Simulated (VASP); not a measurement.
Wanted: the native input for a VASP 6.6.1 run.

```
Task                   : single point
Functional             : PBE
Potentials or basis    : VASP PAW PBE potentials, release 64 (Sb)
Cutoff                 : 520 eV
k mesh                 : 14 × 10 × 8
Occupations            : gaussian, width 0.1 eV
Spin                   : no spin polarisation
Dipole correction      : no
Further INCAR settings : ALGO = Normal; EDIFF = 1e-07; NBANDS = 14
```

The structure of Sb lies in POSCAR:

```
Sb
1.0
    3.0845207904      0.0000000000      0.0000000000
    0.0000000000      4.3271735931      0.0000000000
    0.0000000000      0.0000000000      7.4046065856
Sb
3
Direct
    0.5000000000      0.5000000000      0.7940787978
    0.5000000000      0.5000000000      0.2059212022
    0.5000000000      0.0000000000      0.5000000000
```

The input as run:

INCAR

```
SYSTEM = Sb
  PREC = Accurate
  ENCUT = 520
  EDIFF = 1E-7
  ISMEAR = 0
  SIGMA = 0.1
  LREAL = .False.
  LASPH = .True.
  NELM = 80
  ALGO = Normal
  ISIF = 2
  LWAVE = .False.
  LCHARG = .False.
  GGA = PE
  NBANDS = 14
```

KPOINTS

```
regular mesh
0
Gamma
  14 10 8
  0 0 0
```

Potentials or basis: VASP PAW PBE potentials, release 64 (Sb).

The run is started by

```bash
$ cat potpaw_PBE.64/Sb/POTCAR > POTCAR
$ mpirun -np 1 vasp_std > vasp.out
```

Results of the run:

- Pressure: 0.0 GPa
- Largest force: 0.009 eV/Å

Run time: 3.4 min on 1 thread of Intel Xeon 6975P-C, on a shared host, peak memory 0.4 GiB.
